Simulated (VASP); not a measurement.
# MgS5 (P6/mmm) in VASP: further runs, part 2 of 2

VASP 6.6.1. The steps go on from the part before.

## Step 4: Relaxation of cell and atoms, PBE

Input file INCAR:

```
  PREC = Accurate
  ENCUT = 600
  EDIFF = 1E-6
  ISMEAR = 0
  SIGMA = 0.1
  LREAL = F
  LASPH = T
  NELM = 80
  ALGO = Normal
  ISIF = 3
  LWAVE = F
  LCHARG = F
  GGA = PE
  IBRION = 2
  NSW = 90
  EDIFFG = -0.04
```

Input file KPOINTS:

```
Automatic mesh
0
Gamma
  6 6 2
```

Input file POSCAR:

```
MgS5
1.0
    4.5721736200      0.0000000000      0.0000000000
   -2.2860868100      3.9596185100      0.0000000000
    0.0000000000      0.0000000000      7.6938254700
Mg S
1 5
Direct
    0.0000000000      0.0000000000      0.5000000000
    0.5000000000      0.0000000000      0.0000000000
    0.0000000000      0.5000000000      0.0000000000
    0.5000000000      0.5000000000      0.0000000000
    0.0000000000      0.0000000000      0.8080122800
    0.0000000000      0.0000000000      0.1919877200
```

Command:

```sh
> cat potpaw_PBE.64/Mg/POTCAR potpaw_PBE.64/S/POTCAR > POTCAR
> mpirun -np 1 vasp_std > vasp.out
```

Run time: 10 min. Hardware: 1 thread of Intel Xeon 6975P-C, shared host; peak memory 0.34 GiB.

The run converged. Its results:

```
Free energy                            : -17.9216 eV
Relaxed volume                         : 29.56 Å³/atom
Relaxed cell                           : a = 4.720 Å, b = 4.720 Å, c = 9.193 Å, α = 90.00°, β = 90.00°, γ = 120.00°
Space group after relaxing (to 0.05 Å) : P6/mmm (No. 191)
Energy gained by relaxing              : 280.6 meV/atom
Ionic steps                            : 15
Pressure after relaxing                : -0.1 GPa
Largest force after relaxing           : 0.040 eV/Å
Band gap on the k mesh                 : zero (band 16 reaches 0.91 eV, above the bottom of band 17 at 0.64 eV)
```

Forces in eV/Å, atoms in the order of the input:
```
Mg   0.000  0.000  0.000
S    0.000  0.000  0.000
S    0.000  0.000  0.000
S    0.000  0.000  0.000
S    0.000  0.000 -0.040
S    0.000  0.000  0.040
```

Stress tensor (GPa, compression positive):
```
-0.12  0.00  0.00
 0.00 -0.12  0.00
 0.00  0.00  0.06
```

Step by step:
```csv
step,energy change (eV),largest force (eV/Å),pressure (GPa),volume (Å³)
1,0.0000,2.7208,10.53,139.29
2,-1.3268,0.5411,-0.38,172.22
3,-1.3268,0.5386,-0.39,172.28
4,-1.3653,0.3842,-0.10,171.09
5,-1.4368,0.0973,0.93,167.47
6,-1.3167,1.6115,4.21,160.07
7,-1.4435,0.3359,1.41,166.17
8,-1.4589,0.3096,1.40,166.26
9,-1.5027,0.2379,1.38,166.49
10,-1.5755,0.1532,1.46,166.81
11,-1.6260,0.1044,1.97,166.98
12,-1.6598,0.0497,1.17,170.58
13,-1.6769,0.2598,0.04,175.87
14,-1.6822,0.1439,-0.01,176.65
15,-1.6835,0.0398,-0.06,177.33
```

Final structure:
```yaml
crystal:
  lattice:
    - [4.71958, 0.00000, 0.00000]
    - [-2.35979, 4.08727, 0.00000]
    - [0.00000, 0.00000, 9.19282]
  atoms:
    - { symbol: Mg, position: [0.00000, 0.00000, 0.50000] }
    - { symbol: S, position: [0.50000, 0.00000, 0.00000] }
    - { symbol: S, position: [0.00000, 0.50000, 0.00000] }
    - { symbol: S, position: [0.50000, 0.50000, 0.00000] }
    - { symbol: S, position: [0.00000, 0.00000, 0.74900] }
    - { symbol: S, position: [0.00000, 0.00000, 0.25100] }
```

Levels at points of the mesh, in eV from the Fermi level:
```
           k point  band 14  band 15  band 16  band 17  band 18  band 19
(0.00, 0.00, 0.00)    -0.09    -0.09    -0.08    -0.08     2.16     4.43
(0.50, 0.00, 0.00)    -1.00    -0.66    -0.50    -0.06    -0.05     0.74
(0.00, 0.00, 0.50)    -0.08    -0.08     0.01     0.01     2.69     4.43
(0.50, 0.00, 0.50)    -1.23    -0.76    -0.40    -0.11     0.06     0.65
```

Caveat: the k points lie up to 0.34 Å⁻¹ apart in the final cell; the volume moved by over 15 % at a fixed basis, so the end points are rough.

## Step 5: Single point, PBE

This run uses another cell than the first one, of 29.44 Å³/atom, 1.268 times its volume.

Input file INCAR:

```
SYSTEM = MgS5
ALGO     = Normal         ! electronic algorithm
EDIFF    = 1E-6           ! SCF threshold, eV
ENCUT    = 520            ! plane-wave cutoff, eV
GGA      = PE             ! functional
ISIF     = 2              ! what is computed and relaxed
ISMEAR   = 0              ! smearing method
LASPH    = .TRUE.         ! aspherical terms in the spheres
LCHARG   = .TRUE.         ! write CHGCAR
LELF     = .TRUE.         ! ELF
LREAL    = .FALSE.        ! projectors in reciprocal space
LVHAR    = .TRUE.       
LWAVE    = .FALSE.        ! write WAVECAR
NBANDS   = 25             ! bands
NELM     = 60             ! most SCF steps
PREC     = Accurate       ! precision mode
SIGMA    = 0.1            ! smearing width, eV
```

Input file KPOINTS:

```
k-points
0
G
  12 12 4
  0 0 0
```

Input file POSCAR:

```
MgS5
1.0
    4.7036155643      0.0000000000      0.0000000000
   -2.3518077821      4.0734505683      0.0000000000
    0.0000000000      0.0000000000      9.2181638281
Mg S
1 5
Direct
    0.0000000000      0.0000000000      0.5000000000
    0.5000000000      0.0000000000      0.0000000000
    0.0000000000      0.5000000000      0.0000000000
    0.5000000000      0.5000000000      0.0000000000
    0.0000000000      0.0000000000      0.7480417928
    0.0000000000      0.0000000000      0.2519582072
```

Potentials or basis: VASP PAW PBE potentials, release 64 (Mg, S).

Command:

```sh
> cat potpaw_PBE.64/Mg/POTCAR potpaw_PBE.64/S/POTCAR > POTCAR
> mpirun -np 1 vasp_std > vasp.out
```

OUTCAR:

```text
SYSTEM = MgS5
   EDIFF = 1E-6
   ENCUT = 520
   GGA = PE
   ISIF = 2
   ISMEAR = 0
   LASPH = .TRUE.
   LREAL = .FALSE.
   NELM = 60
   PREC = Accurate

 ion  position               nearest neighbor table
   1  0.000  0.000  0.500-   5 2.29   6 2.29
   2  0.500  0.000  0.000-   4 2.35   4 2.35   3 2.35   3 2.35
   3  0.000  0.500  0.000-   4 2.35   4 2.35   2 2.35   2 2.35
   4  0.500  0.500  0.000-   2 2.35   2 2.35   3 2.35   3 2.35
   5  0.000  0.000  0.748-   1 2.29
   6  0.000  0.000  0.252-   1 2.29
[... 880 lines left out ...]
  -------------------------------------------------------------------------------------
  Total       -0.1246336     -0.1246336     -0.0461163     -0.0000000     -0.0000000     -0.0000000
  in kB       -1.1305946     -1.1305946     -0.4183368     -0.0000000     -0.0000000     -0.0000000
  external PRESSURE =      -0.8931753 kB  Pullay stress =       0.0000000 kB

 VOLUME and BASIS-vectors are now :
 -----------------------------------------------------------------------------
  energy-cutoff  :      520.00
  volume of cell :      176.62
      direct lattice vectors                 reciprocal lattice vectors
     4.703615564  0.000000000  0.000000000     0.212602409  0.122746058  0.000000000
    -2.351807782  4.073450568  0.000000000     0.000000000  0.245492116  0.000000000
     0.000000000  0.000000000  9.218163828     0.000000000  0.000000000  0.108481474

 POSITION                                       TOTAL-FORCE (eV/Angst)
 -----------------------------------------------------------------------------------
      0.00000      0.00000      4.60908         0.000000     -0.000000      0.000000
      2.35181      0.00000      0.00000         0.000000     -0.000000      0.000000
     -1.17590      2.03673      0.00000         0.000000     -0.000000      0.000000
      1.17590      2.03673      0.00000         0.000000     -0.000000      0.000000
      0.00000      0.00000      6.89557        -0.000000      0.000000     -0.009362
      0.00000      0.00000      2.32259         0.000000      0.000000      0.009362
 -----------------------------------------------------------------------------------
    total drift:                                0.000000      0.000000     -0.000000

  FREE ENERGIE OF THE ION-ELECTRON SYSTEM (eV)
  ---------------------------------------------------
  free  energy   TOTEN  =       -17.7531389329 eV

  energy  without entropy=      -17.7037362975  energy(sigma->0) =      -17.72843762
```

Run time: 3.9 min. Hardware: 1 thread of Intel Xeon 6975P-C, shared host; peak memory 0.41 GiB.

Results:

- Free energy: -17.7531 eV
- Pressure: -0.1 GPa
- Largest force: 0.009 eV/Å
- Band gap on the k mesh: zero (band 16 reaches 0.95 eV, above the bottom of band 17 at 0.61 eV)

Forces on the atoms (eV/Å):
```
Mg   0.000  0.000  0.000
S    0.000  0.000  0.000
S    0.000  0.000  0.000
S    0.000  0.000  0.000
S    0.000  0.000 -0.009
S    0.000  0.000  0.009
```

## Step 6: Relaxation of cell and atoms, PBE

This run uses another cell than the first one, of 29.46 Å³/atom, 1.269 times its volume.

Input file INCAR:

```
SYSTEM = MgS5
ALGO = Normal
EDIFF = 1E-6
EDIFFG = -0.01
ENCUT = 600
GGA = PE
IBRION = 2
ISIF = 3
ISMEAR = 0
LASPH = .TRUE.
LCHARG = .FALSE.
LREAL = .FALSE.
LWAVE = .FALSE.
NELM = 100
NSW = 100
PREC = Accurate
SIGMA = 0.1
```

KPOINTS is that of step 5.

Input file POSCAR:

```
MgS5
1.0
    4.7183642284      0.0000000000      0.0000000000
   -2.3591821142      4.0862232861      0.0000000000
    0.0000000000      0.0000000000      9.1664187896
Mg S
1 5
Direct
    0.0000000000      0.0000000000      0.5000000000
    0.5000000000      0.0000000000      0.0000000000
    0.0000000000      0.5000000000      0.0000000000
    0.5000000000      0.5000000000      0.0000000000
    0.0000000000      0.0000000000      0.7491958549
    0.0000000000      0.0000000000      0.2508041451
```

Potentials or basis: VASP PAW PBE potentials, release 64 (Mg, S).

Command:

```sh
> cat potpaw_PBE.64/Mg/POTCAR potpaw_PBE.64/S/POTCAR > POTCAR
> mpirun -np 1 vasp_std > vasp.out
```

Run time: 19 min. Hardware: 1 thread of Intel Xeon 6975P-C, shared host; peak memory 0.52 GiB.

Results (log left out):

| Item | Value |
| --- | --- |
| Free energy | -17.7536 eV |
| Relaxed volume | 29.39 Å³/atom |
| Relaxed cell | a = 4.693 Å, b = 4.693 Å, c = 9.243 Å, α = 90.00°, β = 90.00°, γ = 120.00° |
| Space group after relaxing (to 0.05 Å) | P6/mmm (No. 191) |
| Energy gained by relaxing | 0.2 meV/atom |
| Ionic steps | 9 |
| Pressure after relaxing | 0.0 GPa |
| Largest force after relaxing | 0.007 eV/Å |
| Band gap on the k mesh | zero (band 16 reaches 0.95 eV, above the bottom of band 17 at 0.60 eV) |

Forces on the atoms (eV/Å):
```
Mg   0.000  0.000  0.000
S    0.000  0.000  0.000
S    0.000  0.000  0.000
S    0.000  0.000  0.000
S    0.000  0.000  0.007
S    0.000  0.000 -0.007
```

Step by step:
```csv
step,energy change (eV),largest force (eV/Å),pressure (GPa),volume (Å³)
1,0.0000,0.0136,-0.12,176.73
2,-0.0008,0.0262,-0.06,176.15
3,-0.0008,0.0429,-0.02,175.89
4,-0.0008,0.0409,-0.02,175.93
5,-0.0009,0.0177,0.03,175.73
6,-0.0010,0.0107,0.05,175.65
7,-0.0011,0.0098,0.05,175.72
8,-0.0013,0.0039,0.04,175.92
9,-0.0014,0.0070,0.02,176.32
```

Final structure:
```
CELL_PARAMETERS angstrom
4.69331 0.00000 0.00000
-2.34665 4.06452 0.00000
0.00000 0.00000 9.24306
ATOMIC_POSITIONS crystal
Mg 0.00000 0.00000 0.50000
S 0.50000 0.00000 0.00000
S 0.00000 0.50000 0.00000
S 0.50000 0.50000 0.00000
S 0.00000 0.00000 0.74717
S 0.00000 0.00000 0.25283
```

Levels at points of the mesh, in eV from the Fermi level:
| k point | band 14 | band 15 | band 16 | band 17 | band 18 | band 19 |
| --- | --- | --- | --- | --- | --- | --- |
| (0.00, 0.00, 0.00) | -0.15 | -0.15 | -0.08 | -0.08 | 2.14 | 4.37 |
| (0.50, 0.00, 0.00) | -1.03 | -0.70 | -0.62 | -0.11 | -0.10 | 0.69 |
| (0.00, 0.00, 0.50) | -0.15 | -0.15 | 0.02 | 0.02 | 2.68 | 4.37 |
| (0.50, 0.00, 0.50) | -1.24 | -0.78 | -0.45 | -0.22 | 0.02 | 0.59 |

## Step 7: Overview

| task | cell | k mesh | cutoff (eV) | gap on the mesh (eV) | pressure (GPa) | relaxed volume (Å³/atom) | largest force (eV/Å) |
| --- | --- | --- | --- | --- | --- | --- | --- |
| single point | a = 4.572, b = 4.572, c = 7.694 Å, angles 90.0, 90.0, 120.0°, 6 atoms | 6 × 6 × 2 | 520 | none | 10.5 | - | 2.72 |
| single point | a = 4.718, b = 4.718, c = 9.166 Å, angles 90.0, 90.0, 120.0°, 6 atoms | 6 × 6 × 2 | 520 | none | 0.1 | - | - |
| relaxation of cell and atoms | relaxed from a = 4.572, b = 4.572, c = 7.694 Å, angles 90.0, 90.0, 120.0°, 6 atoms | 6 × 6 × 2 | 600 | none | -0.1 | 29.56 | 0.04 |
| single point | a = 4.704, b = 4.704, c = 9.218 Å, angles 90.0, 90.0, 120.0°, 6 atoms | 12 × 12 × 4 | 520 | none | -0.1 | - | 0.01 |
| relaxation of cell and atoms | relaxed from a = 4.718, b = 4.718, c = 9.166 Å, angles 90.0, 90.0, 120.0°, 6 atoms | 12 × 12 × 4 | 600 | none | 0.0 | 29.39 | 0.01 |

Alike in all rows: level PBE; potentials or basis VASP PAW PBE potentials, release 64 (Mg, S); no spin polarisation; smearing gaussian 0.1 eV.

Caveats: some runs use coarse meshes; forces of over 1 eV/Å act on the atoms, so gaps and moduli don't describe the material at rest (some runs); the volume moved by over 15 % at a fixed basis, so the end points are rough (some runs).

Total energies depend on the potentials used, so only differences within one code and one set of settings carry meaning.
